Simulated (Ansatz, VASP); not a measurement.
This is a calculation of ZrC for VASP 6.6.1.

Contents of INCAR:

```
PREC = Accurate ; ENCUT = 600
EDIFF = 1E-6 ; ISMEAR = -1
SIGMA = 0.05 ; LREAL = F
LASPH = T ; NELM = 80
ALGO = Normal ; ISIF = 3
LWAVE = F ; LCHARG = F
GGA = PS ; IBRION = 2
NSW = 60 ; EDIFFG = -0.01
```

KPOINTS

```
regular mesh
0
Gamma
  9 9 5
```

POSCAR

```
ZrC
1.0
    3.3914762718      0.0000000000      0.0000000000
   -1.6957381359      2.9371046077      0.0000000000
    0.0000000000      0.0000000000      5.2900530000
Zr C
2 2
Direct
    0.6666666667      0.3333333333      0.7500000000
    0.3333333333      0.6666666667      0.2500000000
    0.0000000000      0.0000000000      0.5000000000
    0.0000000000      0.0000000000      0.0000000000
```

Potentials or basis: VASP PAW PBE potentials, release 64 (Zr_sv, C).

Command:

```bash
$ cat potpaw_PBE.64/Zr_sv/POTCAR potpaw_PBE.64/C/POTCAR > POTCAR
$ mpirun -np 1 vasp_std > vasp.out
```

Question: Set up the same calculation for Ansatz 0.2.0. Potentials there: Ansatz PAW.

Answer: As run (the cutoff follows the program's own potentials):

input.yaml

```yaml
crystal:
  lattice:
    - [3.3914762718, 0.0, 0.0]
    - [-1.6957381359, 2.9371046077, 0.0]
    - [0.0, 0.0, 5.290053]
  atoms:
    - { symbol: Zr, position: [0.6666666667, 0.3333333333, 0.75] }
    - { symbol: Zr, position: [0.3333333333, 0.6666666667, 0.25] }
    - { symbol: C, position: [0.0, 0.0, 0.5] }
    - { symbol: C, position: [0.0, 0.0, 0.0] }
hamiltonian:
  xc: pbesol
  pseudopotentials: { kind: paw }
kpoints:
  mp_grid: { grid: [9, 9, 5] }
scf:
  occupations: { method: fermi_dirac, width: 0.05 }
output:
  forces: true
  stress: true
  eigenvalues: true
relax:
  f_tol: 0.01
  max_steps: 40
  cell: { stress_tol: 0.05 }
```

Potentials or basis: Ansatz PAW.

Launch:

```console
$ ansatz run input.yaml --threads 2 --pin off --max-ram 5632MiB --backend cpu --events-out ev --progress --plain --runs-dir out
```

Both were run:

|  | VASP | Ansatz | Ansatz less VASP |
| --- | --- | --- | --- |
| gap on the k mesh at the Fermi level, each at its own relaxed structure (eV) | none | none | - |
| relaxed volume (Å³/atom) | 12.73 | 12.71 | -0.016 |
| relaxed length of the cell vector where the two differ most in proportion (Å) | 5.276 | 5.269 | -0.0065 |

VASP's potentials were made for PBE, not for PBEsol. A gap of «none» marks a metal or a gap that the smearing closes.

Noted on Ansatz's run: the plane-wave basis is chosen anew once the cell has moved, so the energies of steps on either side of that aren't comparable.
